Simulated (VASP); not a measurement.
# Cu (I4/mmm) in VASP: a series of runs

Runs on Cu. Level: PBE. Tasks: single point.

All numbers are computed with VASP 6.6.1; they aren't measurements. Logs are shortened: lines on timing, memory, paths and dates and some standing lists are left out, and cuts for length are marked.

### Step 1. The cell of the first run

Symmetry: I4/mmm, No. 139, tetragonal system. Conventional cell: a = 2.707 Å, b = 2.707 Å, c = 2.752 Å, α = 90.00°, β = 90.00°, γ = 90.00°. Within 3.1 Å of Cu (site symmetry 4/mmm) lie 14 Cu at 2.36 to 2.75 Å.

### Step 2. Single point, PBE (10.08 Å³/atom)

Input file INCAR:

```
SYSTEM = Cu
PREC = Accurate
ENCUT = 520
EDIFF = 1E-7
ISMEAR = 0
SIGMA = 0.15
LREAL = .False.
LASPH = .True.
NELM = 80
ALGO = Normal
ISIF = 2
LWAVE = .False.
LCHARG = .False.
GGA = PE
NBANDS = 12
```

Input file KPOINTS:

```
regular mesh
0
Gamma
  24 24 24
  0 0 0
```

Input file POSCAR:

```
Cu
1.0
   -1.3533260747      1.3533260747      1.3757912875
    1.3533260747     -1.3533260747      1.3757912875
    1.3533260747      1.3533260747     -1.3757912875
Cu
1
Direct
    0.0000000000      0.0000000000      0.0000000000
```

Potentials or basis: VASP PAW PBE potentials, release 64 (Cu).

Launch:

```bash
> cat potpaw_PBE.64/Cu/POTCAR > POTCAR
> mpirun -np 1 vasp_std > vasp.out
```

OUTCAR:

```text
SYSTEM = Cu
   PREC = Accurate
   ENCUT = 520
   EDIFF = 1E-7
   ISMEAR = 0
   LREAL = .False.
   LASPH = .True.
   NELM = 80
   ISIF = 2
   GGA = PE

 ion  position               nearest neighbor table
   1  0.000  0.000  0.000-

  LATTYP: Found a body centered tetragonal cell.
 ALAT       =     2.7066521494
 C/A-ratio  =     1.0166000000

  Lattice vectors:

 A1 = (  -1.3533260747,   1.3533260747,   1.3757912875)
 A2 = (   1.3533260747,  -1.3533260747,   1.3757912875)
 A3 = (   1.3533260747,   1.3533260747,  -1.3757912875)

Analysis of symmetry for initial positions (statically):
=====================================================================
 Subroutine PRICEL returns:
 Original cell was already a primitive cell.

 Routine SETGRP: Setting up the symmetry group for a
 body centered tetragonal supercell.

 Subroutine GETGRP returns: Found 16 space group operations
 (whereof 16 operations were pure point group operations)
 out of a pool of 16 trial point group operations.

The static configuration has the point symmetry D_4h.

Analysis of symmetry for dynamics (positions and initial velocities):
=====================================================================
 Subroutine PRICEL returns:
 Original cell was already a primitive cell.

 Routine SETGRP: Setting up the symmetry group for a
 body centered tetragonal supercell.

 Subroutine GETGRP returns: Found 16 space group operations
 (whereof 16 operations were pure point group operations)
 out of a pool of 16 trial point group operations.

The dynamic configuration has the point symmetry D_4h.

 Subroutine INISYM returns: Found 16 space group operations
 (whereof 16 operations are pure point group operations),
 and found     1 'primitive' translations

----------------------------------------------------------------------------------------

                                     Primitive cell

  volume of cell :      10.0790

  direct lattice vectors                    reciprocal lattice vectors
    -1.353326075  1.353326075  1.375791288     0.000000000  0.369460110  0.363427218
     1.353326075 -1.353326075  1.375791288     0.369460110  0.000000000  0.363427218
     1.353326075  1.353326075 -1.375791288     0.369460110  0.369460110  0.000000000

  length of vectors
     2.357071190  2.357071190  2.357071190     0.518247157  0.518247157  0.522495498

  position of ions in fractional coordinates (direct lattice)
     0.000000000  0.000000000  0.000000000

  ion indices of the primitive-cell ions
   primitive index   ion index
                 1           1

----------------------------------------------------------------------------------------

 KPOINTS: regular mesh

Automatic generation of k-mesh.
 Grid dimensions read from file:
 generate k-points for:   24   24   24

 Generating k-lattice:

  Cartesian coordinates                     Fractional coordinates (reciprocal lattice)
     0.000000000  0.015394171  0.015142801     0.041666667  0.000000000  0.000000000
     0.015394171  0.000000000  0.015142801     0.000000000  0.041666667  0.000000000
     0.015394171  0.015394171  0.000000000     0.000000000  0.000000000  0.041666667

  Length of vectors
     0.021593632  0.021593632  0.021770646

  Shift w.r.t. Gamma in fractional coordinates (k-lattice)
     0.000000000  0.000000000  0.000000000

 Subroutine IBZKPT returns following result:
 ===========================================

 Found   1063 irreducible k-points:

 Following reciprocal coordinates:
            Coordinates               Weight
  0.000000  0.000000  0.000000      1.000000
  0.041667 -0.000000  0.000000      8.000000
  0.083333 -0.000000  0.000000      8.000000
  0.125000 -0.000000  0.000000      8.000000
  0.166667 -0.000000  0.000000      8.000000
  0.208333 -0.000000  0.000000      8.000000
[... 16 lines left out ...]
  0.416667  0.041667  0.000000     16.000000
  0.458333  0.041667  0.000000     16.000000
 [... further k-points ...]
   k-points           NKPTS =   1063   k-points in BZ     NKDIM =   1063   number of bands    NBANDS=     12
   number of dos      NEDOS =    301   number of ions     NIONS =      1
   total plane-waves  NPLWV =   5832
   dimension x,y,z NGX =    18 NGY =   18 NGZ =   18
   dimension x,y,z NGXF=    36 NGYF=   36 NGZF=   36
   ions per type =               1
   NGX,Y,Z   is equivalent  to a cutoff of  12.70, 12.70, 12.70 a.u.
   NGXF,Y,Z  is equivalent  to a cutoff of  25.39, 25.39, 25.39 a.u.
 SYSTEM =  Cu
   PREC   = accura    normal or accurate (medium, high low for compatibility)
   ISTART =      0    job   : 0-new  1-cont  2-samecut
   ICHARG =      2    charge: 1-file 2-atom 10-const
   ISPIN  =      1    spin polarized calculation?
   LNONCOLLINEAR =      F non collinear calculations
   LSORBIT =      F    spin-orbit coupling
   LASPH  =      T    aspherical Exc in radial PAW
   ENCUT  =  520.0 eV  38.22 Ry    6.18 a.u.   4.38  4.38  4.38*2*pi/ulx,y,z
   NELM   =     80;   NELMIN=  2; NELMDL= -5     # of ELM steps
   EDIFF  = 0.1E-06   stopping-criterion for ELM
   LREAL  =      F    real-space projection
   EDIFFG = 0.1E-05   stopping-criterion for IOM
   NSW    =      0    number of steps for IOM
   IBRION =     -1    ionic relax: 0-MD 1-quasi-New 2-CG
   NFREE  =      0    steps in history (QN), initial steepest desc. (CG)
   ISIF   =      2    stress and relaxation
   ISYM   =      2    0-nonsym 1-usesym 2-fastsym
   POTIM  = 0.5000    time-step for ionic-motion
   TEBEG  =    0.0;   TEEND  =   0.0 temperature during run
   PSTRESS=    0.0 pullay stress
   NELECT =      11.0000    total number of electrons
   NUPDOWN=      -1.0000    fix difference up-down
   EMIN   =  10.00;   EMAX   =-10.00  energy-range for DOS
   EFERMI =   0.00;   METHOD = LEGACY
   ISMEAR =     0;   SIGMA  =   0.15  broadening in eV -4-tet -1-fermi 0-gaus
   EFERMI_NEDOS =   21; number of points for ismear=-14 and -15
   IALGO  =     38    algorithm
   IMIX   =      4    mixing-type and parameters
     AMIX     =   0.40;   BMIX     =  1.00
     AMIX_MAG =   1.60;   BMIX_MAG =  1.00
  volume/ion in A,a.u.               =      10.08        68.02
  Fermi-wavevector in a.u.,A,eV,Ry     =   1.685517  3.185166 38.653729  2.840969
  Thomas-Fermi vector in A             =   2.768347
   LORBIT       =      0    0 simple, 1 ext, 2 COOP (PROOUT), +10 PAW based schemes
   GGA     = PE    functional components
   LHFCALC =     F    Hartree Fock is set to
   AEXX    =    0.0000 exact exchange contribution
   IVDW    =     0    specifies the selected vdW correction
   LEPSILON=     F    determine dielectric tensor
   LRPA    =     F    only Hartree local field effects (RPA)
 non-spin polarized calculation
 Gauss-broadening in eV      SIGMA  =   0.15
  energy-cutoff  :      520.00
  volume of cell :       10.08
 maximum number of plane-waves:       279
 NGX is ok and might be reduce to    18
   NGX =  9   NGY =  9   NGZ =  9

 number of electron      10.9999986 magnetization

 Free energy of the ion-electron system (eV)
  ---------------------------------------------------
  ext. energy  EPLUGINS =         0.00000000
  ---------------------------------------------------
  free energy    TOTEN  =        -3.49569962 eV

  energy without entropy =       -3.49199029  energy(sigma->0) =       -3.49384496

 E-fermi :   9.7692     XC(G=0): -13.6756

 val. band max:        9.7689285403   @ k =   0.5000   0.1250   0.0000
 cond. band min:       9.7855930394   @ k =   0.2917   0.1250   0.0833
 fundamental gap:      0.0166644991
 Fermi energy:         9.7692392768

 k-point     1 :       0.0000    0.0000    0.0000
  band No.  band energies     occupation
      1      -0.8978      2.00000
      2       6.0413      2.00000
      3       6.0413      2.00000
      4       6.1196      2.00000
      5       7.2981      2.00000
      6       7.3804      2.00000
      7      36.0564      0.00000
      8      36.4437      0.00000
      9      36.4437      0.00000
     10      41.0698      0.00000
     11      41.3946      0.00000
     12      41.8214      0.00000

 k-point     2 :       0.0417   -0.0000    0.0000
  band No.  band energies     occupation
      1      -0.8230      2.00000
      2       6.0408      2.00000
      3       6.0433      2.00000
      4       6.1339      2.00000
      5       7.2858      2.00000
      6       7.3768      2.00000
      7      35.4714      0.00000
      8      36.1607      0.00000
      9      36.3089      0.00000
     10      40.3390      0.00000
     11      40.6095      0.00000
     12      40.8468      0.00000

 k-point     3 :       0.0833   -0.0000    0.0000
  band No.  band energies     occupation
      1      -0.6001      2.00000
      2       6.0112      2.00000
      3       6.0371      2.00000
      4       6.2145      2.00000
      5       7.2481      2.00000
      6       7.3721      2.00000
      7      33.7524      0.00000
      8      35.6545      0.00000
      9      35.9645      0.00000
     10      39.2224      0.00000
     11      39.4720      0.00000
     12      39.7482      0.00000

 k-point     4 :       0.1250   -0.0000    0.0000
  band No.  band energies     occupation
      1      -0.2344      2.00000
      2       5.9417      2.00000
      3       6.0246      2.00000
      4       6.3646      2.00000
      5       7.1941      2.00000
      6       7.3721      2.00000
      7      31.5794      0.00000
      8      34.8095      0.00000
      9      35.5206      0.00000
     10      37.6645      0.00000
     11      38.7381      0.00000
     12      39.6161      0.00000

 k-point     5 :       0.1667   -0.0000    0.0000
  band No.  band energies     occupation
      1       0.2636      2.00000
      2       5.8481      2.00000
      3       5.9985      2.00000
      4       6.5690      2.00000
      5       7.1443      2.00000
      6       7.3771      2.00000
      7      29.2644      0.00000
      8      33.7739      0.00000
      9      35.0544      0.00000
     10      36.1977      0.00000
     11      38.1585      0.00000
     12      39.9970      0.00000
[... 228 lines left out ...]
      1       3.1928      2.00000
      2       5.3614      2.00000
      3       6.3951      2.00000
      4       7.2090      2.00000
      5       7.4648      2.00000
      6       7.8844      2.00000
      7      19.3951      0.00000
      8      29.1387      0.00000
      9      30.6221      0.00000
     10      34.2119      0.00000
     11      37.6337      0.00000
     12      44.2374      0.00000

 k-point    22 :       0.3750    0.0417    0.0000
  band No.  band energies     occupation
      1       3.5183      2.00000
      2       5.2829      2.00000
      3       6.9032      2.00000
      4       7.2601      2.00000
      5       7.5468      2.00000
      6       8.1917      2.00000
      7      17.5645      0.00000
      8      28.6561      0.00000
      9      29.9770      0.00000
     10      34.0098      0.00000
     11      37.5583      0.00000
     12      45.1644      0.00000

 k-point    23 :       0.4167    0.0417    0.0000
  band No.  band energies     occupation
      1       3.6683      2.00000
      2       5.2277      2.00000
      3       7.2168      2.00000
      4       7.3188      2.00000
      5       7.7902      2.00000
      6       8.5839      2.00000
      7      16.0463      0.00000
      8      28.3287      0.00000
      9      29.5322      0.00000
     10      33.8750      0.00000
     11      37.5217      0.00000
     12      45.5361      0.00000

 k-point    24 :       0.4583    0.0417    0.0000
  band No.  band energies     occupation
      1       3.7215      2.00000
      2       5.1991      2.00000
      3       7.2588      2.00000
      4       7.3744      2.00000
      5       7.9915      2.00000
      6       9.0030      2.00000
      7      15.0981      0.00000
      8      28.1671      0.00000
      9      29.3043      0.00000
     10      33.8054      0.00000
     11      37.5041      0.00000
     12      45.5653      0.00000

 [... further k-points ...]
[... 5 lines left out ...]
  --------------------------------------------------------------------------------------
  -------------------------------------------------------------------------------------
  Total        2.3994656      2.3994656      2.4029307      0.0000000     -0.0000000      0.0000000
  in kB      381.4236860    381.4236860    381.9745130      0.0000000     -0.0000000      0.0000000
  external PRESSURE =     381.6072950 kB  Pullay stress =       0.0000000 kB

 VOLUME and BASIS-vectors are now :
 -----------------------------------------------------------------------------
  energy-cutoff  :      520.00
  volume of cell :       10.08
      direct lattice vectors                 reciprocal lattice vectors
    -1.353326075  1.353326075  1.375791288     0.000000000  0.369460110  0.363427218
     1.353326075 -1.353326075  1.375791288     0.369460110  0.000000000  0.363427218
     1.353326075  1.353326075 -1.375791288     0.369460110  0.369460110  0.000000000

 POSITION                                       TOTAL-FORCE (eV/Angst)
 -----------------------------------------------------------------------------------
      0.00000      0.00000      0.00000        -0.000000      0.000000     -0.000000
 -----------------------------------------------------------------------------------
    total drift:                                0.000000     -0.000000      0.000000

  FREE ENERGIE OF THE ION-ELECTRON SYSTEM (eV)
  ---------------------------------------------------
  free  energy   TOTEN  =        -3.4956996200 eV

  energy  without entropy=       -3.4919902937  energy(sigma->0) =       -3.49384496
```

Run time: 64 s. Hardware: 1 thread of AMD EPYC 9R45 (Zen 5), shared host; peak memory 0.19 GiB.

What came out:

* Free energy: -3.4957 eV
* Pressure: 38.2 GPa
* Band gap on the k mesh: zero (an odd number of electrons rules out a gap without spin polarisation)

Levels at points of the mesh, in eV from the Fermi level:
| k point | band 3 | band 4 | band 5 | band 6 | band 7 | band 8 | band 9 | band 10 |
| --- | --- | --- | --- | --- | --- | --- | --- | --- |
| (0.00, 0.00, 0.00) | -3.73 | -3.65 | -2.47 | -2.39 | 26.29 | 26.67 | 26.67 | 31.30 |
| (0.50, 0.00, 0.00) | -2.51 | -2.29 | -1.49 | -1.10 | 5.18 | 18.92 | 19.80 | 23.51 |
| (0.50, 0.50, 0.00) | -2.41 | -2.26 | -1.48 | -0.96 | 5.37 | 18.48 | 19.26 | 23.09 |
| (0.50, 0.50, 0.50) | -1.72 | -1.70 | -1.70 | 8.46 | 9.14 | 9.14 | 14.62 | 15.01 |

Caveat: the cell stands under pressure.

### Step 3. Single point, PBE (10.72 Å³/atom)

This run uses another cell than the first one, of 10.72 Å³/atom.

INCAR, as its differences from that of step 2:

```diff
@@ -8,3 +8,3 @@
 LASPH = .True.
-NELM = 80
+NELM = 100
 ALGO = Normal
```

KPOINTS is that of step 2.

Input file POSCAR:

```
Cu
1.0
   -1.4000407524      1.4000407524      1.3671397948
    1.4000407524     -1.4000407524      1.3671397948
    1.4000407524      1.4000407524     -1.3671397948
Cu
1
Direct
    0.0000000000      0.0000000000      0.0000000000
```

Potentials or basis: VASP PAW PBE potentials, release 64 (Cu).

Launch:

```bash
> cat potpaw_PBE.64/Cu/POTCAR > POTCAR
> mpirun -np 1 vasp_std > vasp.out
```

Run time: 63 s. Hardware: 1 thread of AMD EPYC 9R45 (Zen 5), shared host; peak memory 0.2 GiB.

Results (log left out):

```
Free energy            : -3.6133 eV
Pressure               : 21.4 GPa
Band gap on the k mesh : zero (an odd number of electrons rules out a gap without spin polarisation)
```

Levels at points of the mesh, in eV from the Fermi level:
```csv
k point,band 2,band 3,band 4,band 5,band 6,band 7,band 8,band 9,band 10,band 11
"(0.00, 0.00, 0.00)",-3.52,-3.42,-3.42,-2.35,-2.24,25.77,25.77,26.37,30.23,30.62
"(0.50, 0.00, 0.00)",-4.32,-2.31,-2.12,-1.43,-0.80,4.97,18.08,18.55,22.37,25.80
"(0.50, 0.50, 0.00)",-4.19,-2.41,-2.19,-1.45,-0.99,4.70,18.71,19.30,22.97,26.36
"(0.50, 0.50, 0.50)",-5.23,-1.64,-1.64,-1.61,8.31,8.31,9.28,14.08,14.52,17.78
```

Caveat: the cell stands under pressure.

[end of part 1 of 2]
